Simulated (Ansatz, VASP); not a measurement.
**Two plane-wave programs on RbBr**

File INCAR:

```
SYSTEM = RbBr
ALGO = Normal
EDIFF = 1E-6
ENCUT = 520
GGA = PE
ISIF = 2
ISMEAR = 0
LASPH = .TRUE.
LCHARG = .FALSE.
LREAL = .FALSE.
LWAVE = .FALSE.
NBANDS = 15
NELM = 60
PREC = Accurate
SIGMA = 0.05
```

KPOINTS

```
k-points
0
G
  6 6 6
  0 0 0
```

Contents of POSCAR:

```
RbBr
1.0
    4.2486677011      0.0000000000      0.0000000000
    0.0000000000      4.2486677011      0.0000000000
    0.0000000000      0.0000000000      4.1929021031
Rb Br
1 1
Direct
   -0.1157227195      0.0000000000      0.0000000000
    0.6237806148      0.5000000000      0.5000000000
```

Input for Ansatz:

```yaml
crystal:
  lattice:
    - [4.2486677011, 0.0, 0.0]
    - [0.0, 4.2486677011, 0.0]
    - [0.0, 0.0, 4.1929021031]
  atoms:
    - { symbol: Rb, position: [-0.1157227195, 0.0, 0.0] }
    - { symbol: Br, position: [0.6237806148, 0.5, 0.5] }
basis:
  ecutwfc: 420
kpoints:
  mp_grid: { grid: [6, 6, 6] }
hamiltonian:
  xc: pbe
  pseudopotentials: { kind: paw }
scf:
  occupations: { method: gaussian, width: 0.05 }
output:
  forces: true
  stress: true
  eigenvalues: true
```

Change from the starting cell: mode 4 frozen in at -0.519 Å, equal normal strain along x and y +0.0133.

Alike in both runs: task single point; functional PBE; k mesh 6 × 6 × 6; occupations gaussian, width 0.05 eV; no spin polarisation.

|  | VASP | Ansatz |
| --- | --- | --- |
| version | VASP 6.6.1 | Ansatz 0.2.0 |
| potentials or method | VASP PAW PBE potentials, release 64 (Rb_sv, Br), cutoff 520 eV | scalar-relativistic, plane waves, PAW |
| valence electrons in the cell | 16 | 16 |

|  | VASP | Ansatz | Ansatz less VASP |
| --- | --- | --- | --- |
| gap on the k mesh at the Fermi level (eV) | 3.90 | 3.90 | +0.002 |
| least direct gap on the mesh (eV) | 4.07 | 4.07 | +0.003 |
| pressure (GPa) | 3.2 | 3.2 | -0.05 |
| traceless stress, the component that is largest in VASP (GPa) | -1.69 | -1.66 | +0.031 |
| rms of the force components (eV/Å) | 0.348 | 0.344 | -0.0045 |

Atom by atom the forces differ by 0.004 eV/Å (rms over components). With one functional, cell and mesh, what is left measures potentials, basis and numerics.
